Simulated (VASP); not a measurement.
A run of VASP 6.6.1 is set up as follows.

The input INCAR:

```
SYSTEM = La
PREC = Accurate
ENCUT = 520
EDIFF = 1E-6
ISMEAR = -1
SIGMA = 0.05
LREAL = .False.
LASPH = .True.
NELM = 150
ALGO = Normal
ISIF = 2
LWAVE = .False.
LCHARG = .True.
ISPIN = 2
MAGMOM = 1 1
LORBIT = 11
LMAXMIX = 6
GGA = PE
LELF = .True.
LVHAR = .True.
NBANDS = 22
```

KPOINTS

```
regular mesh
0
Gamma
  13 13 13
  0 0 0
```

POSCAR

```
La
1.0
    0.0000000000      3.3832258845      3.3832258845
    3.3832258845      0.0000000000      3.3832258845
    3.3832258845      3.3832258845      0.0000000000
La
2
Direct
    0.1250000000      0.1250000000      0.1250000000
    0.8750000000      0.8750000000      0.8750000000
```

Potentials or basis: VASP PAW PBE potentials, release 64 (La).

Command:

```console
$ cat potpaw_PBE.64/La/POTCAR > POTCAR
$ mpirun -np 1 vasp_std > vasp.out
```

Q: Estimate the band gap on the k mesh.

A: Zero (filled and empty bands overlap).

Q: Estimate the net moment.

A: 0.00 μB per cell.

Caveat: spin-orbit coupling is left out, which moves the levels of the heavy elements.
